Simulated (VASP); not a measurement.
# Ga3Cu (Pm-3m) in VASP: further runs

The runs below take Ga3Cu through single point, with LDA.

Program: VASP 6.6.1. These are calculated values, not measurements. Logs are shortened: lines on timing, memory, paths and dates and some standing lists are left out, and cuts for length are marked.

## 1. The cell of the first run

The structure is cubic, space group Pm-3m (No. 221). The conventional cell has a = 4.071 Å, b = 4.071 Å, c = 4.071 Å, α = 90.00°, β = 90.00°, γ = 90.00°. Ga (site symmetry 4/mmm) has 8 Ga at 2.88 Å and 4 Cu at 2.88 Å within 3.8 Å. Within 3.8 Å of Cu (site symmetry m-3m) lie 12 Ga at 2.88 Å.

## 2. Single point, LDA

Input file INCAR:

```
SYSTEM = Ga3Cu
PREC = Accurate ; ENCUT = 520
EDIFF = 1E-7 ; ISMEAR = 1
SIGMA = 0.02 ; LREAL = .False.
LASPH = .True. ; NELM = 60
ALGO = Normal ; ISIF = 2
LWAVE = .False. ; LCHARG = .False.
NBANDS = 33
```

Input file KPOINTS:

```
regular mesh
0
Gamma
  6 6 6
  0 0 0
```

Input file POSCAR:

```
Ga3Cu
1.0
    4.0708884267      0.0000000000      0.0000000000
    0.0000000000      4.0708884267      0.0000000000
    0.0000000000      0.0000000000      4.0708884267
Ga Cu
3 1
Direct
    0.0000000000      0.5000000000      0.5000000000
    0.5000000000      0.0000000000      0.5000000000
    0.5000000000      0.5000000000      0.0000000000
    0.0000000000      0.0000000000      0.0000000000
```

Potentials or basis: VASP PAW LDA potentials, release 64 (Ga_d, Cu).

Launch:

```
cat potpaw_LDA.64/Ga_d/POTCAR potpaw_LDA.64/Cu/POTCAR > POTCAR
mpirun -np 1 vasp_std > vasp.out
```

OUTCAR:

```text
SYSTEM = Ga3Cu
   PREC = Accurate
   ENCUT = 520
   EDIFF = 1E-7
   ISMEAR = 1
   LREAL = .False.
   LASPH = .True.
   NELM = 60
   ISIF = 2

 ion  position               nearest neighbor table
   1  0.000  0.500  0.500-   2 2.88   3 2.88   3 2.88   2 2.88   2 2.88   3 2.88   3 2.88   2 2.88

   2  0.500  0.000  0.500-   1 2.88   3 2.88   3 2.88   1 2.88   3 2.88   3 2.88   1 2.88   1 2.88

   3  0.500  0.500  0.000-   1 2.88   2 2.88   1 2.88   2 2.88   2 2.88   2 2.88   1 2.88   1 2.88

   4  0.000  0.000  0.000-

  LATTYP: Found a simple cubic cell.
 ALAT       =     4.0708884267

  Lattice vectors:

 A1 = (   4.0708884267,   0.0000000000,   0.0000000000)
 A2 = (   0.0000000000,   4.0708884267,   0.0000000000)
 A3 = (   0.0000000000,   0.0000000000,   4.0708884267)

Analysis of symmetry for initial positions (statically):
=====================================================================
 Subroutine PRICEL returns:
 Original cell was already a primitive cell.

 Routine SETGRP: Setting up the symmetry group for a
 simple cubic supercell.

 Subroutine GETGRP returns: Found 48 space group operations
 (whereof 48 operations were pure point group operations)
 out of a pool of 48 trial point group operations.

The static configuration has the point symmetry O_h .

Analysis of symmetry for dynamics (positions and initial velocities):
=====================================================================
 Subroutine PRICEL returns:
 Original cell was already a primitive cell.

 Routine SETGRP: Setting up the symmetry group for a
 simple cubic supercell.

 Subroutine GETGRP returns: Found 48 space group operations
 (whereof 48 operations were pure point group operations)
 out of a pool of 48 trial point group operations.

The dynamic configuration has the point symmetry O_h .

 Subroutine INISYM returns: Found 48 space group operations
 (whereof 48 operations are pure point group operations),
 and found     1 'primitive' translations

----------------------------------------------------------------------------------------

                                     Primitive cell

  volume of cell :      67.4633
[... 81 lines left out ...]
   ICHARG =      2    charge: 1-file 2-atom 10-const
   ISPIN  =      1    spin polarized calculation?
   LNONCOLLINEAR =      F non collinear calculations
   LSORBIT =      F    spin-orbit coupling
   LASPH  =      T    aspherical Exc in radial PAW
   ENCUT  =  520.0 eV  38.22 Ry    6.18 a.u.   7.57  7.57  7.57*2*pi/ulx,y,z
   NELM   =     60;   NELMIN=  2; NELMDL= -5     # of ELM steps
   EDIFF  = 0.1E-06   stopping-criterion for ELM
   LREAL  =      F    real-space projection
   EDIFFG = 0.1E-05   stopping-criterion for IOM
   NSW    =      0    number of steps for IOM
   IBRION =     -1    ionic relax: 0-MD 1-quasi-New 2-CG
   NFREE  =      0    steps in history (QN), initial steepest desc. (CG)
   ISIF   =      2    stress and relaxation
   ISYM   =      2    0-nonsym 1-usesym 2-fastsym
   POTIM  = 0.5000    time-step for ionic-motion
   TEBEG  =    0.0;   TEEND  =   0.0 temperature during run
   PSTRESS=    0.0 pullay stress
   NELECT =      50.0000    total number of electrons
   NUPDOWN=      -1.0000    fix difference up-down
   EMIN   =  10.00;   EMAX   =-10.00  energy-range for DOS
   EFERMI =   0.00;   METHOD = LEGACY
   ISMEAR =     1;   SIGMA  =   0.02  broadening in eV -4-tet -1-fermi 0-gaus
   EFERMI_NEDOS =   21; number of points for ismear=-14 and -15
   IALGO  =     38    algorithm
   IMIX   =      4    mixing-type and parameters
     AMIX     =   0.40;   BMIX     =  1.00
     AMIX_MAG =   1.60;   BMIX_MAG =  1.00
  volume/ion in A,a.u.               =      16.87       113.82
  Fermi-wavevector in a.u.,A,eV,Ry     =   1.481525  2.799676 29.863647  2.194916
  Thomas-Fermi vector in A             =   2.595424
   LORBIT       =      0    0 simple, 1 ext, 2 COOP (PROOUT), +10 PAW based schemes
   GGA     = CA    functional components
   LHFCALC =     F    Hartree Fock is set to
   AEXX    =    0.0000 exact exchange contribution
   IVDW    =     0    specifies the selected vdW correction
   LEPSILON=     F    determine dielectric tensor
   LRPA    =     F    only Hartree local field effects (RPA)
 non-spin polarized calculation
 Methfessel and Paxton  Order N= 1 SIGMA  =   0.02
  energy-cutoff  :      520.00
  volume of cell :       67.46
 maximum number of plane-waves:      1856
   NGX = 15   NGY = 15   NGZ = 15

 number of electron      50.0000054 magnetization

 Free energy of the ion-electron system (eV)
  ---------------------------------------------------
  ext. energy  EPLUGINS =         0.00000000
  ---------------------------------------------------
  free energy    TOTEN  =       -15.00477945 eV

  energy without entropy =      -15.00419854  energy(sigma->0) =      -15.00458581

 E-fermi :   5.7727     XC(G=0): -11.7298

 val. band max:        5.6943058947   @ k =   0.5000   0.3333   0.3333
 cond. band min:       5.7757130673   @ k =   0.5000   0.3333   0.1667
 fundamental gap:      0.0814071726
 Fermi energy:         5.7727326038

 k-point     1 :       0.0000    0.0000    0.0000
  band No.  band energies     occupation
      1      -9.3452      2.00000
      2      -9.3217      2.00000
      3      -9.3217      2.00000
      4      -9.3217      2.00000
      5      -9.1947      2.00000
      6      -9.1947      2.00000
[... 709 lines left out ...]
     32      16.9662      0.00000
     33      16.9662      0.00000

------------------------ aborting loop because EDIFF is reached ----------------------------------------

  FORCE on cell =-STRESS in cart. coord.  units (eV):
  Direction    XX          YY          ZZ          XY          YZ          ZX
  --------------------------------------------------------------------------------------
  -------------------------------------------------------------------------------------
  Total       -3.1859094     -3.1859094     -3.1859094      0.0000000      0.0000000      0.0000000
  in kB      -75.6617537    -75.6617537    -75.6617537      0.0000000      0.0000000      0.0000000
  external PRESSURE =     -75.6617537 kB  Pullay stress =       0.0000000 kB

 VOLUME and BASIS-vectors are now :
 -----------------------------------------------------------------------------
  energy-cutoff  :      520.00
  volume of cell :       67.46
      direct lattice vectors                 reciprocal lattice vectors
     4.070888427  0.000000000  0.000000000     0.245646624  0.000000000  0.000000000
     0.000000000  4.070888427  0.000000000     0.000000000  0.245646624  0.000000000
     0.000000000  0.000000000  4.070888427     0.000000000  0.000000000  0.245646624

 POSITION                                       TOTAL-FORCE (eV/Angst)
 -----------------------------------------------------------------------------------
      0.00000      2.03544      2.03544         0.000000      0.000000      0.000000
      2.03544      0.00000      2.03544         0.000000      0.000000      0.000000
      2.03544      2.03544      0.00000         0.000000      0.000000      0.000000
      0.00000      0.00000      0.00000         0.000000      0.000000      0.000000
 -----------------------------------------------------------------------------------
    total drift:                                0.000000      0.000000     -0.000000

  FREE ENERGIE OF THE ION-ELECTRON SYSTEM (eV)
  ---------------------------------------------------
  free  energy   TOTEN  =       -15.0047794491 eV

  energy  without entropy=      -15.0041985381  energy(sigma->0) =      -15.00458581
```

Wall time 47 s (1 thread of Intel Xeon Platinum 8259CL at 2.50GHz (Skylake/Cascade Lake), shared host); peak memory 0.17 GiB.

Results:

```
Free energy            : -15.0048 eV
Pressure               : -7.6 GPa
Band gap on the k mesh : zero (band 25 reaches 8.16 eV, above the bottom of band 26 at 3.80 eV)
```

Levels at points of the mesh, in eV from the Fermi level:
```
           k point  band 22  band 23  band 24  band 25  band 26  band 27  band 28  band 29
(0.00, 0.00, 0.00)    -2.01    -2.01    -2.01    -0.74    -0.74     0.96     5.70     5.70
(0.50, 0.00, 0.00)    -2.71    -0.85     0.67     0.67     1.15     1.15     1.73     2.46
(0.50, 0.50, 0.00)    -2.71    -2.57    -2.42     2.39     2.59     3.29     3.29     3.31
(0.50, 0.50, 0.50)    -3.31    -2.68    -2.68    -1.98    -1.98    -1.98    -1.06    10.94
```

## 3. Single point, LDA

This run uses another cell than the first one, of 17.30 Å³/atom, 1.026 times its volume.

Input file INCAR:

```
SYSTEM = Ga3Cu
PREC = Accurate
ENCUT = 520
EDIFF = 1E-6
ISMEAR = 1
SIGMA = 0.02
LREAL = .False.
LASPH = .True.
NELM = 100
ALGO = Normal
ISIF = 2
LWAVE = .False.
LCHARG = .False.
GGA = CA
NBANDS = 33
```

KPOINTS is that of step 2.

Input file POSCAR:

```
Ga3Cu
1.0
    4.1058333843      0.0000000000      0.0000000000
    0.0000000000      4.1058333843      0.0000000000
    0.0000000000      0.0000000000      4.1058333843
Ga Cu
3 1
Direct
    0.0000000000      0.5000000000      0.5000000000
    0.5000000000      0.0000000000      0.5000000000
    0.5000000000      0.5000000000      0.0000000000
    0.0000000000      0.0000000000      0.0000000000
```

Potentials or basis: VASP PAW LDA potentials, release 64 (Ga_d, Cu).

Launch:

```
cat potpaw_LDA.64/Ga_d/POTCAR potpaw_LDA.64/Cu/POTCAR > POTCAR
mpirun -np 1 vasp_std > vasp.out
```

It took 37 s on 1 thread of Intel Xeon Platinum 8259CL at 2.50GHz (Skylake/Cascade Lake), shared host; peak memory 0.17 GiB.

It converged, with:

```
Free energy            : -14.9159 eV
Pressure               : -8.8 GPa
Band gap on the k mesh : zero (band 25 reaches 7.89 eV, above the bottom of band 26 at 3.56 eV)
```

Levels at points of the mesh, in eV from the Fermi level:
```csv
k point,band 22,band 23,band 24,band 25,band 26,band 27,band 28,band 29
"(0.00, 0.00, 0.00)",-1.93,-1.93,-1.93,-0.82,-0.82,0.93,5.61,5.61
"(0.50, 0.00, 0.00)",-2.64,-0.97,0.67,0.67,1.16,1.16,1.61,2.46
"(0.50, 0.50, 0.00)",-2.65,-2.51,-2.37,2.37,2.49,3.21,3.21,3.26
"(0.50, 0.50, 0.50)",-3.20,-2.62,-2.62,-1.96,-1.96,-1.96,-1.04,10.69
```

## 4. Single point, LDA

This run uses another cell than the first one, of 17.74 Å³/atom, 1.052 times its volume.

Changes to INCAR since step 3:

```diff
@@ -3,3 +3,3 @@
 ENCUT = 520
-EDIFF = 1E-6
+EDIFF = 1E-7
 ISMEAR = 1
@@ -8,3 +8,3 @@
 LASPH = .True.
-NELM = 100
+NELM = 60
 ALGO = Normal
```

Input file KPOINTS:

```
Automatic mesh
0
Gamma
  6 6 6
  0 0 0
```

Input file POSCAR:

```
Ga3Cu
1.0
    4.1401934201      0.0000000000      0.0000000000
    0.0000000000      4.1401934201      0.0000000000
    0.0000000000      0.0000000000      4.1401934201
Ga Cu
3 1
Direct
    0.0000000000      0.5000000000      0.5000000000
    0.5000000000      0.0000000000      0.5000000000
    0.5000000000      0.5000000000      0.0000000000
    0.0000000000      0.0000000000      0.0000000000
```

Launch:

```
cat potpaw_LDA.64/Ga_d/POTCAR potpaw_LDA.64/Cu/POTCAR > POTCAR
mpirun -np 1 vasp_std > vasp.out
```

Run time: 32 s. Hardware: 1 thread of Intel Xeon Platinum 8259CL at 2.50GHz (Skylake/Cascade Lake), shared host; peak memory 0.17 GiB.

It converged, with:

| Quantity | Value |
| --- | --- |
| Free energy | -14.8154 eV |
| Pressure | -9.7 GPa |
| Band gap on the k mesh | zero (band 25 reaches 7.63 eV, above the bottom of band 26 at 3.33 eV) |

Levels at points of the mesh, in eV from the Fermi level:
```tsv
k point	band 22	band 23	band 24	band 25	band 26	band 27	band 28	band 29
(0.00, 0.00, 0.00)	-1.85	-1.85	-1.85	-0.89	-0.89	0.91	5.51	5.51
(0.50, 0.00, 0.00)	-2.58	-1.08	0.67	0.67	1.18	1.18	1.50	2.46
(0.50, 0.50, 0.00)	-2.58	-2.46	-2.32	2.35	2.40	3.12	3.12	3.22
(0.50, 0.50, 0.50)	-3.09	-2.56	-2.56	-1.94	-1.94	-1.94	-1.03	10.46
```

## 5. Overview

| cell | gap on the mesh (eV) | pressure (GPa) |
| --- | --- | --- |
| a = 4.071 Å, 4 atoms | none | -7.6 |
| a = 4.106 Å, 4 atoms | none | -8.8 |
| a = 4.140 Å, 4 atoms | none | -9.7 |

Alike in all rows: task single point; level LDA; potentials or basis VASP PAW LDA potentials, release 64 (Ga_d, Cu); no spin polarisation; k mesh 6 × 6 × 6; cutoff (eV) 520; smearing methfessel-paxton 0.02 eV.

Absolute energies hang on the potentials; compare differences alone.
